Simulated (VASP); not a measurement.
Crystal: TiO2.

```xyz
6
Lattice="4.5922 0.0000 0.0000 0.0000 4.5922 0.0000 0.0000 0.0000 2.9574" Properties=species:S:1:pos:R:3 pbc="T T T"
Ti    0.0000    0.0000    0.0000
Ti    2.2961    2.2961    1.4787
O     1.4004    1.4004    0.0000
O     0.8957    3.6965    1.4787
O     3.1918    3.1918    0.0000
O     3.6965    0.8957    1.4787
```

```yaml
Program: VASP 6.6.1
Task: relaxation of cell and atoms
Functional: LDA
Potentials_or_basis: VASP PAW LDA potentials, release 64 (Ti_sv, O)
Cutoff: 600 eV
k_mesh: 6 × 6 × 10
Occupations: fermi-dirac, width 0.05 eV
Spin: no spin polarisation
```

At the start: pressure -7.1 GPa; volume 10.39 Å³/atom.

**Question.** How do energy, volume and symmetry change on relaxing?

**Answer.** Over 10 steps the energy falls by 7.1 meV/atom and the volume is 10.09 Å³/atom (-2.9 %); space group P4_2/mnm (No. 136, to 0.1 Å) before and after.

Step by step:
| step | energy change (eV) | largest force (eV/Å) | pressure (GPa) | volume (Å³) |
| --- | --- | --- | --- | --- |
| 1 | 0.0000 | 0.0015 | -7.06 | 62.37 |
| 2 | 0.0417 | 0.3951 | 11.32 | 58.32 |
| 3 | -0.0402 | 0.1495 | -0.08 | 60.66 |
| 4 | -0.0402 | 0.1527 | 0.01 | 60.62 |
| 5 | -0.0424 | 0.0155 | 0.03 | 60.53 |
| 6 | -0.0424 | 0.0011 | 0.07 | 60.52 |
| 7 | -0.0424 | 0.0022 | 0.09 | 60.52 |
| 8 | -0.0424 | 0.0021 | -0.09 | 60.57 |
| 9 | -0.0424 | 0.0002 | -0.04 | 60.54 |
| 10 | -0.0424 | 0.0009 | 0.03 | 60.54 |

Final structure:
```yaml
crystal:
  lattice:
    - [4.55194, 0.00000, 0.00000]
    - [0.00000, 4.55194, 0.00000]
    - [0.00000, 0.00000, 2.92172]
  atoms:
    - { symbol: Ti, position: [0.00000, 0.00000, 0.00000] }
    - { symbol: Ti, position: [0.50000, 0.50000, 0.50000] }
    - { symbol: O, position: [0.30385, 0.30385, 0.00000] }
    - { symbol: O, position: [0.19615, 0.80385, 0.50000] }
    - { symbol: O, position: [0.69615, 0.69615, 0.00000] }
    - { symbol: O, position: [0.80385, 0.19615, 0.50000] }
```
